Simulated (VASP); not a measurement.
The system is Cd.

```
Cd
1.0
     2.97887    0.00000    0.00000
    -1.48944    2.57978    0.00000
     0.00000    0.00000    5.61765
Cd
2
Direct
  0.33333 0.66667 0.25000
  0.66667 0.33333 0.75000
```

Base run:

```yaml
Program: VASP 6.6.1
Functional: PBE
Potentials_or_basis: VASP PAW PBE potentials, release 64 (Cd)
Cutoff: 520 eV
k_mesh: 13 × 13 × 6
Occupations: fermi-dirac, width 0.05 eV
Spin: no spin polarisation
```

Its results: band gap on the k mesh zero (band 12 reaches 4.07 eV, above the bottom of band 13 at -0.05 eV); pressure 3.1 GPa.

Problem. The run is repeated on the same cell with these changes: functional from PBE to r2SCAN. What comes out?

Solution. Band gap on the k mesh zero (band 12 reaches 4.07 eV, above the bottom of band 13 at -0.16 eV); pressure 0.8 GPa.

Caveats: the PAW data sets were made with another functional, which shifts forces and pressure a little (some runs).
